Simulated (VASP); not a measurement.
**H10CO6: single point with LDA**

H10CO6:

```
O H C
1.0
     5.74682    0.00000    0.00000
     0.00000    5.86065    0.00000
     0.00000    0.00000    5.62892
O H C
6 10 1
Direct
  0.10928 0.57052 0.60390
  0.68702 0.62473 0.42607
  0.59739 0.29473 0.07188
  0.01034 0.45207 0.03157
  0.36483 0.16621 0.45325
  0.01717 0.09717 0.25135
  0.96633 0.58202 0.49004
  0.05299 0.47607 0.85853
  0.59798 0.51371 0.51335
  0.63933 0.76765 0.46568
  0.57084 0.14983 0.00927
  0.46045 0.31589 0.16824
  0.84184 0.40840 0.05550
  0.04698 0.25762 0.13662
  0.20162 0.44043 0.52724
  0.16761 0.88206 0.48869
  0.18234 0.05015 0.39677
```

| Quantity | Value |
| --- | --- |
| Program | VASP 6.6.1 |
| Task | single point |
| Functional | LDA |
| Potentials or basis | VASP PAW LDA potentials, release 64 (O, H, C) |
| Cutoff | 520 eV |
| k mesh | 1 × 1 × 1 |
| Occupations | fermi-dirac, width 0.02 eV |
| Spin | no spin polarisation |

```yaml
Pressure: 0.5 GPa
Largest_force: 4.253 eV/Å
Band_gap_on_the_k_mesh: 4.69 eV
```

Forces on the atoms (eV/Å):
```
O   -0.018 -1.147 -1.394
O    1.888 -3.298 -1.673
O    0.600  1.744 -0.147
O    0.136 -0.913  0.631
O   -2.570 -0.257 -0.959
O    1.205  0.048  0.462
H    0.528  0.146  1.128
H   -0.270  0.320 -0.197
H   -0.499 -0.540  0.389
H   -1.363  3.896  1.023
H    0.052 -2.322 -1.146
H   -0.442  0.414  1.157
H   -0.452  0.673 -0.540
H    0.022  0.429  0.009
H   -0.224  0.674  0.526
H   -0.221 -0.302  0.003
C    1.629  0.433  0.728
```

Stress tensor (GPa, compression positive):
```
-1.91 -1.40 -2.34
-1.40  3.25  0.52
-2.34  0.52  0.26
```

Levels at points of the mesh, in eV from the valence-band top:
| k point | band 23 | band 24 | band 25 | band 26 | band 27 | band 28 |
| --- | --- | --- | --- | --- | --- | --- |
| (0.00, 0.00, 0.00) | -0.81 | -0.57 | 0.00 | 4.69 | 4.92 | 7.94 |

Wall time 9.1 s on 1 thread of Intel(R) Xeon(R) Platinum 8559C (Emerald Rapids) (shared host), peak memory 0.21 GiB.

Caveat: the k points lie up to 1.12 Å⁻¹ apart.
